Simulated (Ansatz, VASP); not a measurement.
Given: the input of a run of VASP 6.6.1 on Li2RuN2.

File POSCAR:

```
Li2RuN2
1.0
    3.1642327038      0.0000000000      0.0000000000
   -1.5821163519      2.7403059050      0.0000000000
    0.0000000000      0.0000000000      5.2114500038
Ru N Li
1 2 2
Direct
    0.0000000000      0.0000000000      0.0000000000
    0.3333333333      0.6666666667      0.2130110000
    0.6666666667      0.3333333333      0.7869890000
    0.3333333333      0.6666666667      0.6398200000
    0.6666666667      0.3333333333      0.3601800000
```

The input INCAR.step1:

```
SYSTEM = Li2RuN2
PREC = Accurate ; ENCUT = 600
ISMEAR = -1 ; SIGMA = 0.05
LREAL = .FALSE. ; LASPH = .TRUE.
NELM = 100 ; GGA = PE
ALGO = Normal ; EDIFF = 1E-4
LWAVE = .TRUE. ; LCHARG = .FALSE.
```

INCAR.step2

```
SYSTEM = Li2RuN2
PREC = Accurate ; ENCUT = 600
EDIFF = 1E-6 ; ISMEAR = -1
SIGMA = 0.05 ; LREAL = .FALSE.
LASPH = .TRUE. ; NELM = 100
ALGO = Normal ; ISIF = 3
LWAVE = .FALSE. ; LCHARG = .FALSE.
METAGGA = R2SCAN ; LMIXTAU = .TRUE.
IBRION = 2 ; NSW = 60
EDIFFG = -0.01 ; ISTART = 1
```

File KPOINTS:

```
regular mesh
0
G
  10 10 5
  0 0 0
```

Potentials or basis: VASP PAW PBE potentials, release 64 (Ru_pv, N, Li_sv).

Command:

```console
$ cat potpaw_PBE.64/Ru_pv/POTCAR potpaw_PBE.64/N/POTCAR potpaw_PBE.64/Li_sv/POTCAR > POTCAR
$ cp INCAR.step1 INCAR
$ mpirun -np 1 vasp_std > vasp.out
$ cp INCAR.step2 INCAR
$ mpirun -np 1 vasp_std > vasp.out
```

Q: Translate it to Ansatz 0.2.0. Potentials there: Ansatz PAW.

A: As run (the cutoff follows the program's own potentials):

The input input.yaml:

```yaml
crystal:
  lattice:
    - [3.1642327038, 0.0, 0.0]
    - [-1.5821163519, 2.740305905, 0.0]
    - [0.0, 0.0, 5.2114500038]
  atoms:
    - { symbol: Ru, position: [0.0, 0.0, 0.0] }
    - { symbol: "N", position: [0.3333333333, 0.6666666667, 0.213011] }
    - { symbol: "N", position: [0.6666666667, 0.3333333333, 0.786989] }
    - { symbol: Li, position: [0.3333333333, 0.6666666667, 0.63982] }
    - { symbol: Li, position: [0.6666666667, 0.3333333333, 0.36018] }
hamiltonian:
  xc: r2scan
  pseudopotentials: { kind: paw }
kpoints:
  mp_grid: { grid: [10, 10, 5] }
scf:
  occupations: { method: fermi_dirac, width: 0.05 }
output:
  forces: true
  stress: true
  eigenvalues: true
relax:
  f_tol: 0.01
  max_steps: 40
  cell: { stress_tol: 0.05 }
```

Potentials or basis: Ansatz PAW.

Command:

```console
$ ansatz run input.yaml --threads 2 --pin off --max-ram 5632MiB --backend cpu --events-out ev --progress --plain --runs-dir out
```

Both were run:

|  | VASP | Ansatz | Ansatz less VASP |
| --- | --- | --- | --- |
| gap on the k mesh at the Fermi level, each at its own relaxed structure (eV) | none | none | - |
| relaxed volume (Å³/atom) | 8.77 | 8.74 | -0.028 |
| relaxed cell length with the largest relative difference (Å) | 3.127 | 3.121 | -0.0059 |

VASP's potentials were made for PBE, not for r2SCAN. A gap of «none» marks a metal or a gap that the smearing closes. VASP's potentials hold 30 valence electrons a cell and Ansatz's 32, so a difference there can come from the potentials and not from the codes.

Noted on VASP's run: the cutoff is short for stress, so the pressure is rough. Noted on Ansatz's run: the plane-wave basis is chosen anew once the cell has moved, so the energies of steps on either side of that aren't comparable.
